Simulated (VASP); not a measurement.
# Sr (P6_3/mmc) in VASP: a series of runs

The runs below take Sr through single point, with PBE.

Everything below comes from runs of VASP 6.6.1. Logs are shortened: lines on timing, memory, paths and dates and some standing lists are left out, and cuts for length are marked.

### 1 The cell of the first run

It takes space group P6_3/mmc (No. 194, hexagonal). The conventional cell has a = 3.269 Å, b = 3.269 Å, c = 4.968 Å, α = 90.00°, β = 90.00°, γ = 120.00°. Within 4.1 Å of Sr (site symmetry -6m2) lie 12 Sr at 3.12 to 3.27 Å.

### 2 Single point, PBE

INCAR reads:

```
  ALGO = Normal
  EDIFF = 1E-6
  ENCUT = 520
  GGA = PE
  ISIF = 2
  ISMEAR = -1
  LASPH = True
  LCHARG = False
  LREAL = False
  LWAVE = False
  NBANDS = 17
  NELM = 60
  PREC = Accurate
  SIGMA = 0.05
```

KPOINTS reads:

```
k-points
0
Gamma
  14 14 8
```

POSCAR reads:

```
Sr
1.0
    3.2691896276      0.0000000000      0.0000000000
   -1.6345948138      2.8312012673      0.0000000000
    0.0000000000      0.0000000000      4.9683194727
Sr
2
Direct
    0.3333333333      0.6666666667      0.2500000000
    0.6666666667      0.3333333333      0.7500000000
```

Potentials or basis: VASP PAW PBE potentials, release 64 (Sr_sv).

Launch:

```console
> cat potpaw_PBE.64/Sr_sv/POTCAR > POTCAR
> mpirun -np 1 vasp_std > vasp.out
```

OUTCAR:

```text
EDIFF = 1E-6
   ENCUT = 520
   GGA = PE
   ISIF = 2
   ISMEAR = -1
   LASPH = True
   LREAL = False
   NELM = 60
   PREC = Accurate

 ion  position               nearest neighbor table
   1  0.333  0.667  0.250-   2 3.12   2 3.12   2 3.12   2 3.12   2 3.12   2 3.12   2 4.52   2 4.52
                             2 4.52   2 4.52   2 4.52   2 4.52
   2  0.667  0.333  0.750-   1 3.12   1 3.12   1 3.12   1 3.12   1 3.12   1 3.12   1 4.52   1 4.52
                             1 4.52   1 4.52   1 4.52   1 4.52

  LATTYP: Found a hexagonal cell.
 ALAT       =     3.2691896276
 C/A-ratio  =     1.5197403756

  Lattice vectors:

 A1 = (   3.2691896276,   0.0000000000,   0.0000000000)
 A2 = (  -1.6345948138,   2.8312012673,   0.0000000000)
 A3 = (   0.0000000000,   0.0000000000,   4.9683194727)

Analysis of symmetry for initial positions (statically):
=====================================================================
 Subroutine PRICEL returns:
 Original cell was already a primitive cell.

 Routine SETGRP: Setting up the symmetry group for a
 hexagonal supercell.

 Subroutine GETGRP returns: Found 24 space group operations
 (whereof 12 operations were pure point group operations)
 out of a pool of 24 trial point group operations.

The static configuration has the point symmetry D_3d.
 The point group associated with its full space group is D_6h.

Analysis of symmetry for dynamics (positions and initial velocities):
=====================================================================
 Subroutine PRICEL returns:
 Original cell was already a primitive cell.

 Routine SETGRP: Setting up the symmetry group for a
 hexagonal supercell.

 Subroutine GETGRP returns: Found 24 space group operations
 (whereof 12 operations were pure point group operations)
 out of a pool of 24 trial point group operations.

The dynamic configuration has the point symmetry D_3d.
 The point group associated with its full space group is D_6h.

 Subroutine INISYM returns: Found 24 space group operations
 (whereof 12 operations are pure point group operations),
 and found     1 'primitive' translations

----------------------------------------------------------------------------------------

                                     Primitive cell

  volume of cell :      45.9854

  direct lattice vectors                    reciprocal lattice vectors
     3.269189628  0.000000000  0.000000000     0.305886202  0.176603481  0.000000000
    -1.634594814  2.831201267  0.000000000     0.000000000  0.353206963  0.000000000
     0.000000000  0.000000000  4.968319473     0.000000000  0.000000000  0.201275302

  length of vectors
     3.269189628  3.269189628  4.968319473     0.353206963  0.353206963  0.201275302

  position of ions in fractional coordinates (direct lattice)
     0.333333333  0.666666667  0.250000000
     0.666666667  0.333333333  0.750000000

  ion indices of the primitive-cell ions
   primitive index   ion index
                 1           1
                 2           2

----------------------------------------------------------------------------------------

 KPOINTS: k-points

Automatic generation of k-mesh.
 Grid dimensions read from file:
 generate k-points for:   14   14    8

 Generating k-lattice:

  Cartesian coordinates                     Fractional coordinates (reciprocal lattice)
     0.021849014  0.012614534  0.000000000     0.071428571  0.000000000  0.000000000
     0.000000000  0.025229069  0.000000000     0.000000000  0.071428571  0.000000000
     0.000000000  0.000000000  0.025159413     0.000000000  0.000000000  0.125000000

  Length of vectors
     0.025229069  0.025229069  0.025159413

  Shift w.r.t. Gamma in fractional coordinates (k-lattice)
     0.000000000  0.000000000  0.000000000

 Subroutine IBZKPT returns following result:
 ===========================================

 Found    120 irreducible k-points:

 Following reciprocal coordinates:
            Coordinates               Weight
  0.000000  0.000000  0.000000      1.000000
  0.071429  0.000000  0.000000      6.000000
  0.142857 -0.000000  0.000000      6.000000
  0.214286  0.000000  0.000000      6.000000
  0.285714  0.000000  0.000000      6.000000
  0.357143  0.000000  0.000000      6.000000
[... 16 lines left out ...]
  0.285714  0.285714  0.000000      6.000000
  0.357143  0.285714  0.000000      6.000000
 [... further k-points ...]
   k-points           NKPTS =    120   k-points in BZ     NKDIM =    120   number of bands    NBANDS=     17
   number of dos      NEDOS =    301   number of ions     NIONS =      2
   total plane-waves  NPLWV =  23040
   dimension x,y,z NGX =    24 NGY =   24 NGZ =   40
   dimension x,y,z NGXF=    48 NGYF=   48 NGZF=   80
   ions per type =               2
   NGX,Y,Z   is equivalent  to a cutoff of  12.20, 12.20, 13.38 a.u.
   NGXF,Y,Z  is equivalent  to a cutoff of  24.41, 24.41, 26.77 a.u.
 SYSTEM =  unknown system
   PREC   = accura    normal or accurate (medium, high low for compatibility)
   ISTART =      0    job   : 0-new  1-cont  2-samecut
   ICHARG =      2    charge: 1-file 2-atom 10-const
   ISPIN  =      1    spin polarized calculation?
   LNONCOLLINEAR =      F non collinear calculations
   LSORBIT =      F    spin-orbit coupling
   LASPH  =      T    aspherical Exc in radial PAW
   ENCUT  =  520.0 eV  38.22 Ry    6.18 a.u.   6.08  6.08  9.24*2*pi/ulx,y,z
   NELM   =     60;   NELMIN=  2; NELMDL= -5     # of ELM steps
   EDIFF  = 0.1E-05   stopping-criterion for ELM
   LREAL  =      F    real-space projection
   EDIFFG = 0.1E-04   stopping-criterion for IOM
   NSW    =      0    number of steps for IOM
   IBRION =     -1    ionic relax: 0-MD 1-quasi-New 2-CG
   NFREE  =      0    steps in history (QN), initial steepest desc. (CG)
   ISIF   =      2    stress and relaxation
   ISYM   =      2    0-nonsym 1-usesym 2-fastsym
   POTIM  = 0.5000    time-step for ionic-motion
   TEBEG  =    0.0;   TEEND  =   0.0 temperature during run
   PSTRESS=    0.0 pullay stress
   NELECT =      20.0000    total number of electrons
   NUPDOWN=      -1.0000    fix difference up-down
   EMIN   =  10.00;   EMAX   =-10.00  energy-range for DOS
   EFERMI =   0.00;   METHOD = LEGACY
   ISMEAR =    -1;   SIGMA  =   0.05  broadening in eV -4-tet -1-fermi 0-gaus
   EFERMI_NEDOS =   21; number of points for ismear=-14 and -15
   IALGO  =     38    algorithm
   IMIX   =      4    mixing-type and parameters
     AMIX     =   0.40;   BMIX     =  1.00
     AMIX_MAG =   1.60;   BMIX_MAG =  1.00
  volume/ion in A,a.u.               =      22.99       155.16
  Fermi-wavevector in a.u.,A,eV,Ry     =   1.240351  2.343924 20.932173  1.538471
  Thomas-Fermi vector in A             =   2.374796
   LORBIT       =      0    0 simple, 1 ext, 2 COOP (PROOUT), +10 PAW based schemes
   GGA     = PE    functional components
[... 5 lines left out ...]
 non-spin polarized calculation
  energy-cutoff  :      520.00
  volume of cell :       45.99
 maximum number of plane-waves:      1264
   NGX = 13   NGY = 13   NGZ = 19

 number of electron      20.0000000 magnetization

 Free energy of the ion-electron system (eV)
  ---------------------------------------------------
  ext. energy  EPLUGINS =         0.00000000
  ---------------------------------------------------
  free energy    TOTEN  =         0.66912474 eV

  energy without entropy =        0.67809845  energy(sigma->0) =        0.67361160

 E-fermi :   5.7080     XC(G=0): -10.6104

 val. band max:        5.6585635515   @ k =   0.1429   0.1429   0.2500
 cond. band min:       5.7111230732   @ k =   0.2857   0.1429   0.1250
 fundamental gap:      0.0525595217
 Fermi energy:         5.7080466297

 k-point     1 :       0.0000    0.0000    0.0000
  band No.  band energies     occupation
      1     -30.1689      2.00000
      2     -29.5453      2.00000
      3     -13.5987      2.00000
      4     -11.3184      2.00000
      5     -11.3184      2.00000
      6     -10.8832      2.00000
[... 9 lines left out ...]
     16      10.1226      0.00000
     17      10.2836      0.00000

 k-point     2 :       0.0714    0.0000    0.0000
  band No.  band energies     occupation
      1     -30.1503      2.00000
      2     -29.5395      2.00000
      3     -13.5598      2.00000
      4     -11.4153      2.00000
      5     -11.3517      2.00000
      6     -10.9839      2.00000
[... 9 lines left out ...]
     16       9.9887      0.00000
     17      10.0802      0.00000

 k-point     3 :       0.1429   -0.0000    0.0000
  band No.  band energies     occupation
      1     -30.0967      2.00000
      2     -29.5241      2.00000
      3     -13.4461      2.00000
      4     -11.6827      2.00000
      5     -11.4398      2.00000
      6     -11.2509      2.00000
[... 9 lines left out ...]
     16      10.0179      0.00000
     17      10.4882      0.00000

 k-point     4 :       0.2143    0.0000    0.0000
  band No.  band energies     occupation
      1     -30.0153      2.00000
      2     -29.5046      2.00000
      3     -13.2662      2.00000
      4     -12.0579      2.00000
      5     -11.6042      2.00000
      6     -11.5574      2.00000
[... 9 lines left out ...]
     16      10.0369      0.00000
     17      11.1811      0.00000
[... 343 lines left out ...]
      1     -29.6475      2.00000
      2     -29.5164      2.00000
      3     -12.9182      2.00000
      4     -12.4115      2.00000
      5     -12.2665      2.00000
      6     -12.1933      2.00000
[... 9 lines left out ...]
     16      13.6640      0.00000
     17      14.3572      0.00000

 k-point    23 :       0.2857    0.2857    0.0000
  band No.  band energies     occupation
      1     -29.6378      2.00000
      2     -29.5203      2.00000
      3     -12.8379      2.00000
      4     -12.4632      2.00000
      5     -12.2347      2.00000
      6     -12.1766      2.00000
[... 9 lines left out ...]
     16      13.4059      0.00000
     17      14.2010      0.00000

 k-point    24 :       0.3571    0.2857    0.0000
  band No.  band energies     occupation
      1     -29.5966      2.00000
      2     -29.5451      2.00000
      3     -12.8523      2.00000
      4     -12.3545      2.00000
      5     -12.3355      2.00000
      6     -12.0785      2.00000
[... 9 lines left out ...]
     16      13.9239      0.00000
     17      14.3582      0.00000

 [... further k-points ...]

------------------------ aborting loop because EDIFF is reached ----------------------------------------

  FORCE on cell =-STRESS in cart. coord.  units (eV):
  Direction    XX          YY          ZZ          XY          YZ          ZX
  --------------------------------------------------------------------------------------
  -------------------------------------------------------------------------------------
  Total        9.6193315      9.6193315      9.6457525      0.0000000     -0.0000000      0.0000000
  in kB      335.1468203    335.1468203    336.0673549      0.0000000     -0.0000000      0.0000000
  external PRESSURE =     335.4536652 kB  Pullay stress =       0.0000000 kB

 VOLUME and BASIS-vectors are now :
 -----------------------------------------------------------------------------
  energy-cutoff  :      520.00
  volume of cell :       45.99
      direct lattice vectors                 reciprocal lattice vectors
     3.269189628  0.000000000  0.000000000     0.305886202  0.176603481  0.000000000
    -1.634594814  2.831201267  0.000000000     0.000000000  0.353206963  0.000000000
     0.000000000  0.000000000  4.968319473     0.000000000  0.000000000  0.201275302

 POSITION                                       TOTAL-FORCE (eV/Angst)
 -----------------------------------------------------------------------------------
     -0.00000      1.88747      1.24208        -0.000000      0.000000      0.000000
      1.63459      0.94373      3.72624         0.000000     -0.000000      0.000000
 -----------------------------------------------------------------------------------
    total drift:                                0.000000     -0.000000      0.000000

  FREE ENERGIE OF THE ION-ELECTRON SYSTEM (eV)
  ---------------------------------------------------
  free  energy   TOTEN  =         0.6691247417 eV

  energy  without entropy=        0.6780984531  energy(sigma->0) =        0.67361160
```

Run time: 23 s. Hardware: 1 thread of Intel Xeon 6975P-C (Granite Rapids), shared host; peak memory 0.21 GiB.

What came out:

```
Free energy            : 0.6691 eV
Pressure               : 33.5 GPa
Band gap on the k mesh : zero (band 10 reaches 6.14 eV, above the bottom of band 11 at 4.98 eV)
```

### 3 Single point, PBE

This run uses another cell than the first one: it holds 4 atoms, not 2.

INCAR reads:

```
SYSTEM = Sr
  ALGO = Normal
  EDIFF = 1E-6
  ENCUT = 520
  GGA = PE
  ISIF = 2
  ISMEAR = -1
  LASPH = .TRUE.
  LCHARG = .FALSE.
  LREAL = .FALSE.
  LWAVE = .FALSE.
  NBANDS = 28
  NELM = 100
  PREC = Accurate
  SIGMA = 0.05
```

KPOINTS reads:

```
k-points
0
G
  11 11 3
  0 0 0
```

POSCAR reads:

```
Sr
1.0
    3.2192618115      0.0000000000      0.0000000000
   -1.6096309058      2.7879625102      0.0000000000
    0.0000000000      0.0000000000     10.4132269027
Sr
4
Direct
    0.0000000000      0.0000000000      0.0000000000
    0.0000000000      0.0000000000      0.5000000000
    0.3333333333      0.6666666667      0.2500000000
    0.6666666667      0.3333333333      0.7500000000
```

Potentials or basis: VASP PAW PBE potentials, release 64 (Sr_sv).

Launch:

```console
> cat potpaw_PBE.64/Sr_sv/POTCAR > POTCAR
> mpirun -np 1 vasp_std > vasp.out
```

Run time: 32 s. Hardware: 1 thread of Intel Xeon 6975P-C (Granite Rapids), shared host; peak memory 0.23 GiB.

It converged, with:

```yaml
Free_energy: 1.1708 eV
Pressure: 33.5 GPa
Band_gap_on_the_k_mesh: zero (band 20 reaches 6.06 eV, above the bottom of band 21 at 5.04 eV)
```

Levels at points of the mesh, in eV from the Fermi level:
| k point | band 18 | band 19 | band 20 | band 21 | band 22 | band 23 |
| --- | --- | --- | --- | --- | --- | --- |
| (0.00, 0.00, 0.00) | -1.87 | -1.83 | -1.57 | 2.09 | 2.15 | 2.88 |
